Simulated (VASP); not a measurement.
# Bi (Fm-3m) in VASP: single point with PBE

Aim: the single point of Bi with PBE.

Program: VASP 6.6.1. These are calculated values, not measurements. Logs are shortened: lines on timing, memory, paths and dates and some standing lists are left out, and cuts for length are marked.

## Step 1: The cell of the first run

The structure is cubic, space group Fm-3m (No. 225). Conventional cell: a = 5.157 Å, b = 5.157 Å, c = 5.157 Å, α = 90.00°, β = 90.00°, γ = 90.00°. Within 4.8 Å of Bi (site symmetry m-3m) lie 12 Bi at 3.65 Å.

## Step 2: Single point, PBE

Contents of INCAR:

```
SYSTEM = Bi
PREC     = Accurate       ! precision mode
ENCUT    = 520            ! plane-wave cutoff, eV
EDIFF    = 1E-6           ! SCF threshold, eV
ISMEAR   = 0              ! smearing method
SIGMA    = 0.05           ! smearing width, eV
LREAL    = .FALSE.        ! projectors in reciprocal space
LASPH    = .TRUE.         ! aspherical terms in the spheres
NELM     = 100            ! most SCF steps
ALGO     = Normal         ! electronic algorithm
ISIF     = 2              ! what is computed and relaxed
LWAVE    = .FALSE.        ! write WAVECAR
LCHARG   = .FALSE.        ! write CHGCAR
GGA      = PE             ! functional
NBANDS   = 14             ! bands
```

Contents of KPOINTS:

```
Automatic mesh
0
G
  6 6 6
  0 0 0
```

Contents of POSCAR:

```
Bi
1.0
    0.0000000000      2.5782521722      2.5782521722
    2.5782521722      0.0000000000      2.5782521722
    2.5782521722      2.5782521722      0.0000000000
Bi
1
Direct
    0.0000000000      0.0000000000      0.0000000000
```

Potentials or basis: VASP PAW PBE potentials, release 64 (Bi_d).

Started as:

```
> cat potpaw_PBE.64/Bi_d/POTCAR > POTCAR
> mpirun -np 1 vasp_std > vasp.out
```

OUTCAR:

```text
SYSTEM = Bi
   PREC = Accurate
   ENCUT = 520
   EDIFF = 1E-6
   ISMEAR = 0
   LREAL = .FALSE.
   LASPH = .TRUE.
   NELM = 100
   ISIF = 2
   GGA = PE

 ion  position               nearest neighbor table
   1  0.000  0.000  0.000-

  LATTYP: Found a face centered cubic cell.
 ALAT       =     5.1565043444

  Lattice vectors:

 A1 = (   0.0000000000,   2.5782521722,   2.5782521722)
 A2 = (   2.5782521722,   0.0000000000,   2.5782521722)
 A3 = (   2.5782521722,   2.5782521722,   0.0000000000)

Analysis of symmetry for initial positions (statically):
=====================================================================
 Subroutine PRICEL returns:
 Original cell was already a primitive cell.

 Routine SETGRP: Setting up the symmetry group for a
 face centered cubic supercell.

 Subroutine GETGRP returns: Found 48 space group operations
 (whereof 48 operations were pure point group operations)
 out of a pool of 48 trial point group operations.

The static configuration has the point symmetry O_h .

Analysis of symmetry for dynamics (positions and initial velocities):
=====================================================================
 Subroutine PRICEL returns:
 Original cell was already a primitive cell.

 Routine SETGRP: Setting up the symmetry group for a
 face centered cubic supercell.

 Subroutine GETGRP returns: Found 48 space group operations
 (whereof 48 operations were pure point group operations)
 out of a pool of 48 trial point group operations.

The dynamic configuration has the point symmetry O_h .

 Subroutine INISYM returns: Found 48 space group operations
 (whereof 48 operations are pure point group operations),
 and found     1 'primitive' translations

----------------------------------------------------------------------------------------

                                     Primitive cell

  volume of cell :      34.2773

  direct lattice vectors                    reciprocal lattice vectors
     0.000000000  2.578252172  2.578252172    -0.193929828  0.193929828  0.193929828
     2.578252172  0.000000000  2.578252172     0.193929828 -0.193929828  0.193929828
     2.578252172  2.578252172  0.000000000     0.193929828  0.193929828 -0.193929828

  length of vectors
     3.646199189  3.646199189  3.646199189     0.335896315  0.335896315  0.335896315

  position of ions in fractional coordinates (direct lattice)
     0.000000000  0.000000000  0.000000000

  ion indices of the primitive-cell ions
   primitive index   ion index
                 1           1

----------------------------------------------------------------------------------------

 KPOINTS: Automatic mesh

Automatic generation of k-mesh.
 Grid dimensions read from file:
 generate k-points for:    6    6    6

 Generating k-lattice:

  Cartesian coordinates                     Fractional coordinates (reciprocal lattice)
    -0.032321638  0.032321638  0.032321638     0.166666667  0.000000000  0.000000000
     0.032321638 -0.032321638  0.032321638     0.000000000  0.166666667  0.000000000
     0.032321638  0.032321638 -0.032321638     0.000000000  0.000000000  0.166666667

  Length of vectors
     0.055982719  0.055982719  0.055982719

  Shift w.r.t. Gamma in fractional coordinates (k-lattice)
     0.000000000  0.000000000  0.000000000

 Subroutine IBZKPT returns following result:
 ===========================================

 Found     16 irreducible k-points:

 Following reciprocal coordinates:
            Coordinates               Weight
  0.000000  0.000000  0.000000      1.000000
  0.166667  0.000000  0.000000      8.000000
  0.333333  0.000000  0.000000      8.000000
  0.500000  0.000000  0.000000      4.000000
  0.166667  0.166667  0.000000      6.000000
  0.333333  0.166667  0.000000     24.000000
[... 8 lines left out ...]
 -0.333333  0.333333  0.166667     24.000000
 -0.333333  0.500000  0.166667     12.000000
   k-points           NKPTS =     16   k-points in BZ     NKDIM =     16   number of bands    NBANDS=     14
   number of dos      NEDOS =    301   number of ions     NIONS =      1
   total plane-waves  NPLWV =  21952
   dimension x,y,z NGX =    28 NGY =   28 NGZ =   28
   dimension x,y,z NGXF=    56 NGYF=   56 NGZF=   56
   ions per type =               1
   NGX,Y,Z   is equivalent  to a cutoff of  12.77, 12.77, 12.77 a.u.
   NGXF,Y,Z  is equivalent  to a cutoff of  25.53, 25.53, 25.53 a.u.
 SYSTEM =  Bi
   PREC   = accura    normal or accurate (medium, high low for compatibility)
   ISTART =      0    job   : 0-new  1-cont  2-samecut
   ICHARG =      2    charge: 1-file 2-atom 10-const
   ISPIN  =      1    spin polarized calculation?
   LNONCOLLINEAR =      F non collinear calculations
   LSORBIT =      F    spin-orbit coupling
   LASPH  =      T    aspherical Exc in radial PAW
   ENCUT  =  520.0 eV  38.22 Ry    6.18 a.u.   6.78  6.78  6.78*2*pi/ulx,y,z
   NELM   =    100;   NELMIN=  2; NELMDL= -5     # of ELM steps
   EDIFF  = 0.1E-05   stopping-criterion for ELM
   LREAL  =      F    real-space projection
   EDIFFG = 0.1E-04   stopping-criterion for IOM
   NSW    =      0    number of steps for IOM
   IBRION =     -1    ionic relax: 0-MD 1-quasi-New 2-CG
   NFREE  =      0    steps in history (QN), initial steepest desc. (CG)
   ISIF   =      2    stress and relaxation
   ISYM   =      2    0-nonsym 1-usesym 2-fastsym
   POTIM  = 0.5000    time-step for ionic-motion
   TEBEG  =    0.0;   TEEND  =   0.0 temperature during run
   PSTRESS=    0.0 pullay stress
   NELECT =      15.0000    total number of electrons
   NUPDOWN=      -1.0000    fix difference up-down
   EMIN   =  10.00;   EMAX   =-10.00  energy-range for DOS
   EFERMI =   0.00;   METHOD = LEGACY
   ISMEAR =     0;   SIGMA  =   0.05  broadening in eV -4-tet -1-fermi 0-gaus
   EFERMI_NEDOS =   21; number of points for ismear=-14 and -15
   IALGO  =     38    algorithm
   IMIX   =      4    mixing-type and parameters
     AMIX     =   0.40;   BMIX     =  1.00
     AMIX_MAG =   1.60;   BMIX_MAG =  1.00
  volume/ion in A,a.u.               =      34.28       231.31
  Fermi-wavevector in a.u.,A,eV,Ry     =   1.242901  2.348742 21.018318  1.544803
  Thomas-Fermi vector in A             =   2.377235
   LORBIT       =      0    0 simple, 1 ext, 2 COOP (PROOUT), +10 PAW based schemes
   GGA     = PE    functional components
   LHFCALC =     F    Hartree Fock is set to
   AEXX    =    0.0000 exact exchange contribution
   IVDW    =     0    specifies the selected vdW correction
   LEPSILON=     F    determine dielectric tensor
   LRPA    =     F    only Hartree local field effects (RPA)
 non-spin polarized calculation
 Gauss-broadening in eV      SIGMA  =   0.05
  energy-cutoff  :      520.00
  volume of cell :       34.28
 maximum number of plane-waves:       941
   NGX = 13   NGY = 13   NGZ = 13

 number of electron      15.0000003 magnetization

 Free energy of the ion-electron system (eV)
  ---------------------------------------------------
  ext. energy  EPLUGINS =         0.00000000
  ---------------------------------------------------
  free energy    TOTEN  =        -3.71631685 eV

  energy without entropy =       -3.71333693  energy(sigma->0) =       -3.71482689

 E-fermi :   7.0581     XC(G=0):  -9.8447

 val. band max:        7.0468243539   @ k =  -0.3333   0.1667   0.0000
 cond. band min:       7.1916589665   @ k =   0.5000   0.5000   0.0000
 fundamental gap:      0.1448346126
 Fermi energy:         7.0580881138

 k-point     1 :       0.0000    0.0000    0.0000
  band No.  band energies     occupation
      1     -16.2103      2.00000
      2     -16.2103      2.00000
      3     -16.2103      2.00000
      4     -16.1617      2.00000
      5     -16.1617      2.00000
      6      -6.1390      2.00000
      7      11.1664      0.00000
      8      11.1664      0.00000
      9      11.1664      0.00000
     10      14.6163      0.00000
     11      15.9506      0.00000
     12      17.1710      0.00000
     13      17.1710      0.00000
     14      17.1710      0.00000

 k-point     2 :       0.1667    0.0000    0.0000
  band No.  band energies     occupation
      1     -16.2074      2.00000
      2     -16.1992      2.00000
      3     -16.1992      2.00000
      4     -16.1582      2.00000
      5     -16.1582      2.00000
      6      -5.7233      2.00000
      7       7.8328      0.00000
      8      10.7496      0.00000
      9      10.7496      0.00000
     10      14.4148      0.00000
     11      17.2156      0.00000
     12      17.7097      0.00000
     13      17.7097      0.00000
     14      18.1304      0.00000

 k-point     3 :       0.3333    0.0000    0.0000
  band No.  band energies     occupation
      1     -16.2029      2.00000
      2     -16.2002      2.00000
      3     -16.2002      2.00000
      4     -16.1277      2.00000
      5     -16.1277      2.00000
      6      -4.6152      2.00000
      7       3.9419      2.00000
      8      10.0857      0.00000
      9      10.0857      0.00000
     10      13.7413      0.00000
     11      16.2278      0.00000
     12      16.6876      0.00000
     13      16.6876      0.00000
     14      20.7128      0.00000

 k-point     4 :       0.5000    0.0000    0.0000
  band No.  band energies     occupation
      1     -16.2053      2.00000
      2     -16.2053      2.00000
      3     -16.2011      2.00000
      4     -16.1076      2.00000
      5     -16.1076      2.00000
      6      -3.7595      2.00000
      7       2.1084      2.00000
      8       9.8043      0.00000
      9       9.8043      0.00000
     10      13.6325      0.00000
     11      15.4763      0.00000
     12      16.1955      0.00000
     13      16.1955      0.00000
     14      22.7062      0.00000

 k-point     5 :       0.1667    0.1667    0.0000
  band No.  band energies     occupation
      1     -16.2233      2.00000
      2     -16.1816      2.00000
      3     -16.1816      2.00000
      4     -16.1753      2.00000
      5     -16.1497      2.00000
      6      -5.5839      2.00000
      7       8.3533      0.00000
      8       9.6886      0.00000
      9       9.6886      0.00000
     10      13.9531      0.00000
     11      15.2771      0.00000
[... 140 lines left out ...]
 k-point    14 :       0.5000    0.3333    0.1667
  band No.  band energies     occupation
      1     -16.2130      2.00000
      2     -16.1974      2.00000
      3     -16.1627      2.00000
      4     -16.1249      2.00000
      5     -16.1190      2.00000
      6      -3.7492      2.00000
      7       4.1791      2.00000
      8       6.1352      2.00000
      9       8.0488      0.00000
     10      14.1961      0.00000
     11      15.2599      0.00000
     12      16.9881      0.00000
     13      21.7479      0.00000
     14      21.7926      0.00000

 k-point    15 :      -0.3333    0.3333    0.1667
  band No.  band energies     occupation
      1     -16.2044      2.00000
      2     -16.1864      2.00000
      3     -16.1544      2.00000
      4     -16.1452      2.00000
      5     -16.1060      2.00000
      6      -3.0984      2.00000
      7       3.3885      2.00000
      8       5.3625      2.00000
      9       7.2888      0.00000
     10      14.3870      0.00000
     11      16.0709      0.00000
     12      18.7660      0.00000
     13      19.0401      0.00000
     14      21.7842      0.00000

 k-point    16 :      -0.3333    0.5000    0.1667
  band No.  band energies     occupation
      1     -16.2211      2.00000
      2     -16.2034      2.00000
      3     -16.1369      2.00000
      4     -16.1309      2.00000
      5     -16.0935      2.00000
      6      -2.8229      2.00000
      7       3.5362      2.00000
      8       5.4593      2.00000
      9       6.1437      2.00000
     10      13.6264      0.00000
     11      14.7789      0.00000
     12      19.4882      0.00000
     13      19.7444      0.00000
     14      24.4732      0.00000

------------------------ aborting loop because EDIFF is reached ----------------------------------------

  FORCE on cell =-STRESS in cart. coord.  units (eV):
  Direction    XX          YY          ZZ          XY          YZ          ZX
  --------------------------------------------------------------------------------------
  -------------------------------------------------------------------------------------
  Total       -0.7896081     -0.7896081     -0.7896081     -0.0000000      0.0000000      0.0000000
  in kB      -36.9076188    -36.9076188    -36.9076188     -0.0000000      0.0000000      0.0000000
  external PRESSURE =     -36.9076188 kB  Pullay stress =       0.0000000 kB

 VOLUME and BASIS-vectors are now :
 -----------------------------------------------------------------------------
  energy-cutoff  :      520.00
  volume of cell :       34.28
      direct lattice vectors                 reciprocal lattice vectors
     0.000000000  2.578252172  2.578252172    -0.193929828  0.193929828  0.193929828
     2.578252172  0.000000000  2.578252172     0.193929828 -0.193929828  0.193929828
     2.578252172  2.578252172  0.000000000     0.193929828  0.193929828 -0.193929828

 POSITION                                       TOTAL-FORCE (eV/Angst)
 -----------------------------------------------------------------------------------
      0.00000      0.00000      0.00000         0.000000      0.000000      0.000000
 -----------------------------------------------------------------------------------
    total drift:                               -0.000000     -0.000000     -0.000000

  FREE ENERGIE OF THE ION-ELECTRON SYSTEM (eV)
  ---------------------------------------------------
  free  energy   TOTEN  =        -3.7163168451 eV

  energy  without entropy=       -3.7133369330  energy(sigma->0) =       -3.71482689
```

Wall time 5.5 s (1 thread of AMD EPYC 7R13 (Zen 3), shared host); peak memory 0.12 GiB.

Results:

- Free energy: -3.7163 eV
- Pressure: -3.7 GPa

Caveat: spin-orbit coupling is left out, which moves the levels of the heavy elements.
